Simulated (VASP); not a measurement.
# AlCo3 (Pm-3m) in VASP: a series of runs

The runs below take AlCo3 through single point, with PBEsol.

Everything below comes from runs of VASP 6.6.1. Logs are shortened: lines on timing, memory, paths and dates and some standing lists are left out, and cuts for length are marked.

## (1) The cell of the first run

It takes space group Pm-3m (No. 221, cubic). The conventional cell has a = 3.690 Å, b = 3.690 Å, c = 3.690 Å, α = 90.00°, β = 90.00°, γ = 90.00°. Within 3.4 Å of Al (site symmetry m-3m) lie 12 Co at 2.61 Å. Within 3.4 Å of Co (site symmetry 4/mmm) lie 4 Al at 2.61 Å and 8 Co at 2.61 Å.

## (2) Single point, PBEsol

The input, INCAR:

```
SYSTEM = AlCo3
PREC = Accurate
ENCUT = 520
EDIFF = 1E-7
ISMEAR = 0
SIGMA = 0.1
LREAL = .FALSE.
LASPH = .TRUE.
NELM = 100
ALGO = Normal
ISIF = 2
LWAVE = .FALSE.
LCHARG = .FALSE.
GGA = PS
NBANDS = 23
```

The input, KPOINTS:

```
Automatic mesh
0
G
  12 12 12
  0 0 0
```

The input, POSCAR:

```
AlCo3
1.0
    3.6903477342      0.0000000000      0.0000000000
    0.0000000000      3.6903477342      0.0000000000
    0.0000000000      0.0000000000      3.6903477342
Al Co
1 3
Direct
    0.0000000000      0.0000000000      0.0000000000
    0.5000000000      0.5000000000      0.0000000000
    0.5000000000      0.0000000000      0.5000000000
    0.0000000000      0.5000000000      0.5000000000
```

Potentials or basis: VASP PAW PBE potentials, release 64 (Al, Co).

On the command line:

```
> cat potpaw_PBE.64/Al/POTCAR potpaw_PBE.64/Co/POTCAR > POTCAR
> mpirun -np 1 vasp_std > vasp.out
```

OUTCAR:

```text
SYSTEM = AlCo3
   PREC = Accurate
   ENCUT = 520
   EDIFF = 1E-7
   ISMEAR = 0
   LREAL = .FALSE.
   LASPH = .TRUE.
   NELM = 100
   ISIF = 2
   GGA = PS

 ion  position               nearest neighbor table
   1  0.000  0.000  0.000-   2 2.61   3 2.61   4 2.61   3 2.61   4 2.61   2 2.61   4 2.61   4 2.61
                             2 2.61   3 2.61   3 2.61   2 2.61
   2  0.500  0.500  0.000-   1 2.61   3 2.61   4 2.61   3 2.61   4 2.61   1 2.61   3 2.61   3 2.61
                             1 2.61   4 2.61   4 2.61   1 2.61
   3  0.500  0.000  0.500-   1 2.61   2 2.61   4 2.61   1 2.61   2 2.61   2 2.61   4 2.61   2 2.61
                             1 2.61   4 2.61   1 2.61   4 2.61
   4  0.000  0.500  0.500-   1 2.61   2 2.61   3 2.61   1 2.61   2 2.61   1 2.61   3 2.61   1 2.61
                             2 2.61   3 2.61   2 2.61   3 2.61

  LATTYP: Found a simple cubic cell.
 ALAT       =     3.6903477342

  Lattice vectors:

 A1 = (   3.6903477342,   0.0000000000,   0.0000000000)
 A2 = (   0.0000000000,   3.6903477342,   0.0000000000)
 A3 = (   0.0000000000,   0.0000000000,   3.6903477342)

Analysis of symmetry for initial positions (statically):
=====================================================================
 Subroutine PRICEL returns:
 Original cell was already a primitive cell.

 Routine SETGRP: Setting up the symmetry group for a
 simple cubic supercell.

 Subroutine GETGRP returns: Found 48 space group operations
 (whereof 48 operations were pure point group operations)
 out of a pool of 48 trial point group operations.

The static configuration has the point symmetry O_h .

Analysis of symmetry for dynamics (positions and initial velocities):
=====================================================================
 Subroutine PRICEL returns:
 Original cell was already a primitive cell.

 Routine SETGRP: Setting up the symmetry group for a
 simple cubic supercell.

 Subroutine GETGRP returns: Found 48 space group operations
 (whereof 48 operations were pure point group operations)
 out of a pool of 48 trial point group operations.

The dynamic configuration has the point symmetry O_h .

 Subroutine INISYM returns: Found 48 space group operations
 (whereof 48 operations are pure point group operations),
 and found     1 'primitive' translations

----------------------------------------------------------------------------------------

                                     Primitive cell

  volume of cell :      50.2576

  direct lattice vectors                    reciprocal lattice vectors
     3.690347734  0.000000000  0.000000000     0.270977174  0.000000000  0.000000000
     0.000000000  3.690347734  0.000000000     0.000000000  0.270977174  0.000000000
     0.000000000  0.000000000  3.690347734     0.000000000  0.000000000  0.270977174

  length of vectors
     3.690347734  3.690347734  3.690347734     0.270977174  0.270977174  0.270977174

  position of ions in fractional coordinates (direct lattice)
     0.000000000  0.000000000  0.000000000
     0.500000000  0.500000000  0.000000000
     0.500000000  0.000000000  0.500000000
     0.000000000  0.500000000  0.500000000

  ion indices of the primitive-cell ions
   primitive index   ion index
                 1           1
                 2           2
                 3           3
                 4           4

----------------------------------------------------------------------------------------

 KPOINTS: Automatic mesh

Automatic generation of k-mesh.
 Grid dimensions read from file:
 generate k-points for:   12   12   12

 Generating k-lattice:

  Cartesian coordinates                     Fractional coordinates (reciprocal lattice)
     0.022581431  0.000000000  0.000000000     0.083333333  0.000000000  0.000000000
     0.000000000  0.022581431  0.000000000     0.000000000  0.083333333  0.000000000
     0.000000000  0.000000000  0.022581431     0.000000000  0.000000000  0.083333333

  Length of vectors
     0.022581431  0.022581431  0.022581431

  Shift w.r.t. Gamma in fractional coordinates (k-lattice)
     0.000000000  0.000000000  0.000000000

 Subroutine IBZKPT returns following result:
 ===========================================

 Found     84 irreducible k-points:

 Following reciprocal coordinates:
            Coordinates               Weight
  0.000000  0.000000  0.000000      1.000000
  0.083333  0.000000  0.000000      6.000000
  0.166667  0.000000  0.000000      6.000000
  0.250000  0.000000  0.000000      6.000000
  0.333333  0.000000  0.000000      6.000000
  0.416667  0.000000  0.000000      6.000000
[... 16 lines left out ...]
  0.333333  0.333333  0.000000     12.000000
  0.416667  0.333333  0.000000     24.000000
 [... further k-points ...]
   k-points           NKPTS =     84   k-points in BZ     NKDIM =     84   number of bands    NBANDS=     23
   number of dos      NEDOS =    301   number of ions     NIONS =      4
   total plane-waves  NPLWV =  21952
   dimension x,y,z NGX =    28 NGY =   28 NGZ =   28
   dimension x,y,z NGXF=    56 NGYF=   56 NGZF=   56
   ions per type =               1   3
   NGX,Y,Z   is equivalent  to a cutoff of  12.61, 12.61, 12.61 a.u.
   NGXF,Y,Z  is equivalent  to a cutoff of  25.23, 25.23, 25.23 a.u.
 SYSTEM =  AlCo3
   PREC   = accura    normal or accurate (medium, high low for compatibility)
   ISTART =      0    job   : 0-new  1-cont  2-samecut
   ICHARG =      2    charge: 1-file 2-atom 10-const
   ISPIN  =      1    spin polarized calculation?
   LNONCOLLINEAR =      F non collinear calculations
   LSORBIT =      F    spin-orbit coupling
   LASPH  =      T    aspherical Exc in radial PAW
   ENCUT  =  520.0 eV  38.22 Ry    6.18 a.u.   6.86  6.86  6.86*2*pi/ulx,y,z
   NELM   =    100;   NELMIN=  2; NELMDL= -5     # of ELM steps
   EDIFF  = 0.1E-06   stopping-criterion for ELM
   LREAL  =      F    real-space projection
   EDIFFG = 0.1E-05   stopping-criterion for IOM
   NSW    =      0    number of steps for IOM
   IBRION =     -1    ionic relax: 0-MD 1-quasi-New 2-CG
   NFREE  =      0    steps in history (QN), initial steepest desc. (CG)
   ISIF   =      2    stress and relaxation
   ISYM   =      2    0-nonsym 1-usesym 2-fastsym
   POTIM  = 0.5000    time-step for ionic-motion
   TEBEG  =    0.0;   TEEND  =   0.0 temperature during run
   PSTRESS=    0.0 pullay stress
   NELECT =      30.0000    total number of electrons
   NUPDOWN=      -1.0000    fix difference up-down
   EMIN   =  10.00;   EMAX   =-10.00  energy-range for DOS
   EFERMI =   0.00;   METHOD = LEGACY
   ISMEAR =     0;   SIGMA  =   0.10  broadening in eV -4-tet -1-fermi 0-gaus
   EFERMI_NEDOS =   21; number of points for ismear=-14 and -15
   IALGO  =     38    algorithm
   IMIX   =      4    mixing-type and parameters
     AMIX     =   0.40;   BMIX     =  1.00
     AMIX_MAG =   1.60;   BMIX_MAG =  1.00
  volume/ion in A,a.u.               =      12.56        84.79
  Fermi-wavevector in a.u.,A,eV,Ry     =   1.378419  2.604834 25.851604  1.900039
  Thomas-Fermi vector in A             =   2.503482
   LORBIT       =      0    0 simple, 1 ext, 2 COOP (PROOUT), +10 PAW based schemes
   GGA     = PS    functional components
   LHFCALC =     F    Hartree Fock is set to
   AEXX    =    0.0000 exact exchange contribution
   IVDW    =     0    specifies the selected vdW correction
   LEPSILON=     F    determine dielectric tensor
   LRPA    =     F    only Hartree local field effects (RPA)
 non-spin polarized calculation
 Gauss-broadening in eV      SIGMA  =   0.10
  energy-cutoff  :      520.00
  volume of cell :       50.26
 maximum number of plane-waves:      1376
 NGX is ok and might be reduce to    28
   NGX = 13   NGY = 13   NGZ = 13

 number of electron      29.9999975 magnetization

 Free energy of the ion-electron system (eV)
  ---------------------------------------------------
  ext. energy  EPLUGINS =         0.00000000
  ---------------------------------------------------
  free energy    TOTEN  =       -27.20640011 eV

  energy without entropy =      -27.16062798  energy(sigma->0) =      -27.18351404

 E-fermi :   8.4255     XC(G=0): -12.3628

 val. band max:        8.4237518700   @ k =   0.4167   0.1667   0.1667
 cond. band min:       8.4271389529   @ k =   0.3333   0.1667   0.0000
 fundamental gap:      0.0033870829
 Fermi energy:         8.4255329176

 k-point     1 :       0.0000    0.0000    0.0000
  band No.  band energies     occupation
      1      -0.6948      2.00000
      2       4.7268      2.00000
      3       5.5070      2.00000
      4       5.5070      2.00000
      5       5.8669      2.00000
      6       5.8669      2.00000
[... 15 lines left out ...]
     22      15.2279      0.00000
     23      19.8368      0.00000

 k-point     2 :       0.0833    0.0000    0.0000
  band No.  band energies     occupation
      1      -0.6159      2.00000
      2       4.7508      2.00000
      3       5.4480      2.00000
      4       5.5591      2.00000
      5       5.8784      2.00000
      6       5.8784      2.00000
[... 15 lines left out ...]
     22      15.6466      0.00000
     23      19.5739      0.00000

 k-point     3 :       0.1667    0.0000    0.0000
  band No.  band energies     occupation
      1      -0.3809      2.00000
      2       4.7668      2.00000
      3       5.2858      2.00000
      4       5.7095      2.00000
      5       5.9108      2.00000
      6       5.9108      2.00000
[... 15 lines left out ...]
     22      16.8322      0.00000
     23      18.5770      0.00000

 k-point     4 :       0.2500    0.0000    0.0000
  band No.  band energies     occupation
      1       0.0040      2.00000
      2       4.4711      2.00000
      3       5.2404      2.00000
      4       5.9400      2.00000
      5       5.9582      2.00000
      6       5.9582      2.00000
[... 15 lines left out ...]
     22      17.3649      0.00000
     23      17.3649      0.00000

 k-point     5 :       0.3333    0.0000    0.0000
  band No.  band energies     occupation
      1       0.5255      2.00000
      2       3.7901      2.00000
      3       5.3775      2.00000
      4       6.0096      2.00000
      5       6.0096      2.00000
      6       6.1190      2.00000
[... 15 lines left out ...]
     22      16.1587      0.00000
     23      16.1587      0.00000

 k-point     6 :       0.4167    0.0000    0.0000
  band No.  band energies     occupation
      1       1.1464      2.00000
      2       2.9938      2.00000
      3       5.5215      2.00000
      4       6.0502      2.00000
      5       6.0502      2.00000
      6       6.1982      2.00000
[... 15 lines left out ...]
     22      15.0128      0.00000
     23      15.4700      0.00000

 k-point     7 :       0.5000    0.0000    0.0000
  band No.  band energies     occupation
      1       1.6012      2.00000
      2       2.4689      2.00000
      3       5.5815      2.00000
      4       6.0658      2.00000
      5       6.0658      2.00000
      6       6.2302      2.00000
[... 353 lines left out ...]
     22      16.8979      0.00000
     23      18.4450      0.00000

 k-point    21 :       0.4167    0.2500    0.0000
  band No.  band energies     occupation
      1       1.7509      2.00000
      2       3.5429      2.00000
      3       5.3065      2.00000
      4       5.8247      2.00000
      5       5.9976      2.00000
      6       6.3823      2.00000
[... 15 lines left out ...]
     22      15.8040      0.00000
     23      18.1328      0.00000

 k-point    22 :       0.5000    0.2500    0.0000
  band No.  band energies     occupation
      1       2.1544      2.00000
      2       3.0830      2.00000
      3       5.3874      2.00000
      4       5.8222      2.00000
      5       6.0264      2.00000
      6       6.3302      2.00000
[... 15 lines left out ...]
     22      15.7059      0.00000
     23      17.9834      0.00000

 k-point    23 :       0.3333    0.3333    0.0000
  band No.  band energies     occupation
      1       1.6429      2.00000
      2       4.5357      2.00000
      3       4.5769      2.00000
      4       5.8643      2.00000
      5       5.9642      2.00000
      6       6.3134      2.00000
[... 15 lines left out ...]
     22      17.2003      0.00000
     23      17.6243      0.00000

 k-point    24 :       0.4167    0.3333    0.0000
  band No.  band energies     occupation
      1       2.1889      2.00000
      2       3.9083      2.00000
      3       4.8169      2.00000
      4       5.8798      2.00000
      5       5.9899      2.00000
      6       6.4304      2.00000
[... 15 lines left out ...]
     22      16.3182      0.00000
     23      17.9581      0.00000

 [... further k-points ...]
[... 5 lines left out ...]
  --------------------------------------------------------------------------------------
  -------------------------------------------------------------------------------------
  Total       -8.1899893     -8.1899893     -8.1899893     -0.0000000     -0.0000000     -0.0000000
  in kB     -261.0910857   -261.0910857   -261.0910857     -0.0000000     -0.0000000     -0.0000000
  external PRESSURE =    -261.0910857 kB  Pullay stress =       0.0000000 kB

 VOLUME and BASIS-vectors are now :
 -----------------------------------------------------------------------------
  energy-cutoff  :      520.00
  volume of cell :       50.26
      direct lattice vectors                 reciprocal lattice vectors
     3.690347734  0.000000000  0.000000000     0.270977174  0.000000000  0.000000000
     0.000000000  3.690347734  0.000000000     0.000000000  0.270977174  0.000000000
     0.000000000  0.000000000  3.690347734     0.000000000  0.000000000  0.270977174

 POSITION                                       TOTAL-FORCE (eV/Angst)
 -----------------------------------------------------------------------------------
      0.00000      0.00000      0.00000         0.000000      0.000000      0.000000
      1.84517      1.84517      0.00000         0.000000      0.000000      0.000000
      1.84517      0.00000      1.84517         0.000000      0.000000      0.000000
      0.00000      1.84517      1.84517         0.000000      0.000000      0.000000
 -----------------------------------------------------------------------------------
    total drift:                                0.000000      0.000000      0.000000

  FREE ENERGIE OF THE ION-ELECTRON SYSTEM (eV)
  ---------------------------------------------------
  free  energy   TOTEN  =       -27.2064001061 eV

  energy  without entropy=      -27.1606279756  energy(sigma->0) =      -27.18351404
```

Run time: 37 s. Hardware: 1 thread of Intel Xeon 6975P-C (Granite Rapids), shared host; peak memory 0.21 GiB.

Results:

* Free energy: -27.2064 eV
* Pressure: -26.1 GPa
* Band gap on the k mesh: zero (bands 15 and 16 overlap by 0.88 eV)

Levels at points of the mesh, in eV from the Fermi level:
```
           k point  band 12  band 13  band 14  band 15  band 16  band 17  band 18  band 19
(0.00, 0.00, 0.00)     0.05     0.44     0.62     0.62     0.62     1.00     1.00     1.00
(0.50, 0.00, 0.00)    -0.58    -0.52    -0.52    -0.36     0.12     0.62     5.40     5.40
(0.50, 0.50, 0.00)    -0.67    -0.67    -0.62    -0.27    -0.26     0.02     1.40     1.40
(0.50, 0.50, 0.50)    -0.68    -0.68    -0.36    -0.36     0.10     0.45     0.45     0.45
```

Caveat: the cell stands under tension; the PAW data sets were made with another functional, which shifts forces and pressure a little; the run has no spin polarisation, though such a crystal can be magnetic.

## (3) Single point, PBEsol

This run uses another cell than the first one, of 13.48 Å³/atom.

The input, INCAR:

```
SYSTEM = AlCo3
PREC = Accurate
ENCUT = 520
EDIFF = 1E-7
ISMEAR = 0
SIGMA = 0.1
LREAL = .False.
LASPH = .True.
NELM = 60
ALGO = Normal
ISIF = 2
LWAVE = .False.
LCHARG = .True.
GGA = PS
LELF = .True.
LVHAR = .True.
NBANDS = 23
```

The input, KPOINTS:

```
Automatic mesh
0
Gamma
  12 12 12
  0 0 0
```

The input, POSCAR:

```
AlCo3
1.0
    3.7777255043      0.0000000000      0.0000000000
    0.0000000000      3.7777255043      0.0000000000
    0.0000000000      0.0000000000      3.7777255043
Al Co
1 3
Direct
    0.0000000000      0.0000000000      0.0000000000
    0.5000000000      0.5000000000      0.0000000000
    0.5000000000      0.0000000000      0.5000000000
    0.0000000000      0.5000000000      0.5000000000
```

Potentials or basis: VASP PAW PBE potentials, release 64 (Al, Co).

On the command line:

```
> cat potpaw_PBE.64/Al/POTCAR potpaw_PBE.64/Co/POTCAR > POTCAR
> mpirun -np 1 vasp_std > vasp.out
```

Wall time 38 s (1 thread of Intel Xeon 6975P-C (Granite Rapids), shared host); peak memory 0.22 GiB.

Results (log left out):

| Quantity | Value |
| --- | --- |
| Free energy | -26.5429 eV |
| Pressure | -31.6 GPa |
| Band gap on the k mesh | zero (bands 15 and 16 overlap by 0.79 eV) |

Levels at points of the mesh, in eV from the Fermi level:
```tsv
k point	band 12	band 13	band 14	band 15	band 16	band 17	band 18	band 19
(0.00, 0.00, 0.00)	0.04	0.39	0.56	0.56	0.56	0.97	0.97	0.97
(0.50, 0.00, 0.00)	-0.52	-0.47	-0.47	-0.33	0.10	0.56	5.05	5.05
(0.50, 0.50, 0.00)	-0.60	-0.60	-0.57	-0.25	-0.23	0.02	1.26	1.26
(0.50, 0.50, 0.50)	-0.61	-0.61	-0.32	-0.32	0.18	0.40	0.40	0.40
```

Caveat: the cell stands under tension; the PAW data sets were made with another functional, which shifts forces and pressure a little; the run has no spin polarisation, though such a crystal can be magnetic.

[end of part 1 of 2]
